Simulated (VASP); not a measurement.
**ZnS: single point with r2SCAN**

Crystal: ZnS.

```
Zn S
1.0
     0.09591    2.79000    2.79000
     2.79000    0.09591    2.79000
     2.79000    2.79000    0.09591
Zn S
1 1
Direct
  0.00216 0.00216 0.00216
  0.24784 0.24784 0.24784
```

This cell differs from its parent crystal: strain along [111] +5.3%.

* Program: VASP 6.6.1
* Task: single point
* Functional: r2SCAN
* Potentials or basis: VASP PAW PBE potentials, release 64 (Zn, S)
* Cutoff: 520 eV
* k mesh: 8 × 8 × 8
* Occupations: gaussian, width 0.01 eV
* Spin: no spin polarisation

```yaml
Pressure: -3.5 GPa
Largest_force: 0.011 eV/Å
Band_gap_on_the_k_mesh: 2.33 eV, direct
```

Forces on the atoms (eV/Å):
```
Zn   0.007  0.007  0.007
S   -0.007 -0.007 -0.007
```

Stress tensor (GPa, compression positive):
```
-3.53 -1.72 -1.72
-1.72 -3.53 -1.72
-1.72 -1.72 -3.53
```

Levels at points of the mesh, in eV from the valence-band top:
```
           k point  band 6  band 7  band 8  band 9  band 10  band 11  band 12  band 13
(0.00, 0.00, 0.00)   -5.94   -0.28    0.00    0.00     2.33     6.47     7.08     7.08
(0.50, 0.00, 0.00)   -5.75   -5.16   -1.06   -0.88     3.49     7.13     7.36     9.15
(0.50, 0.50, 0.00)   -5.75   -4.53   -2.37   -2.03     3.63     4.49    11.14    12.36
(0.50, 0.50, 0.50)   -5.81   -5.26   -0.73   -0.73     4.03     7.62     7.62     8.96
```

It took 4.3 min on 1 thread of AMD EPYC 7R43 64-Core Processor (Zen 3) (shared host), peak memory 0.16 GiB.

Caveat: the cell differs from its parent crystal (strain along [111] +5.3%); the PAW data sets were made with another functional, which shifts forces and pressure a little.
